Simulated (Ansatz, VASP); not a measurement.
## MgTi2N3 in VASP and in Ansatz

```
Mg Ti N
1.0
     1.50597   -2.60806    0.00039
    -4.51300   -2.60520    0.00036
    -0.00006    0.00112   -7.49282
Mg Ti N
2 4 6
Direct
  0.49999 0.50000 0.49996
  0.00002 0.00000 0.50001
  0.49992 0.83402 0.83390
  0.99996 0.33406 0.83388
  0.00004 0.66598 0.16611
  0.50008 0.16594 0.16613
  0.50008 0.83351 0.31920
  0.00006 0.33351 0.31921
  0.99995 0.66648 0.68080
  0.49993 0.16651 0.68079
  0.49998 0.49999 0.00001
  0.00000 0.00000 0.00001
```

Change from the starting cell: cell x2, atoms moved at random (sigma 0.1 Å) and cell strained at random (1.5 %), then relaxed without symmetry.

Alike in both runs: functional PBE; k mesh 8 × 4 × 4; occupations gaussian, width 0.2 eV; no spin polarisation.

Ansatz relaxed the structure, and its values are those at the end. VASP's run is a single point on that final structure, the one shown.

|  | VASP | Ansatz |
| --- | --- | --- |
| version | VASP 6.6.1 | Ansatz 0.2.0 |
| potentials or method | VASP PAW PBE potentials, release 64 (Mg, Ti_sv, N), cutoff 520 eV | scalar-relativistic, plane waves, PAW |
| valence electrons in the cell | 82 | 98 |

```tsv
	VASP	Ansatz	Ansatz less VASP
gap on the k mesh at the Fermi level (eV)	none	none	-
pressure (GPa)	0.0	-0.1	-0.07
rms of the force components (eV/Å)	0.014	0.004	-0.0103
```

A gap of «none» marks a metal or a gap that the smearing closes. VASP's potentials hold 82 valence electrons a cell and Ansatz's 98, so a difference there can come from the potentials and not from the codes.
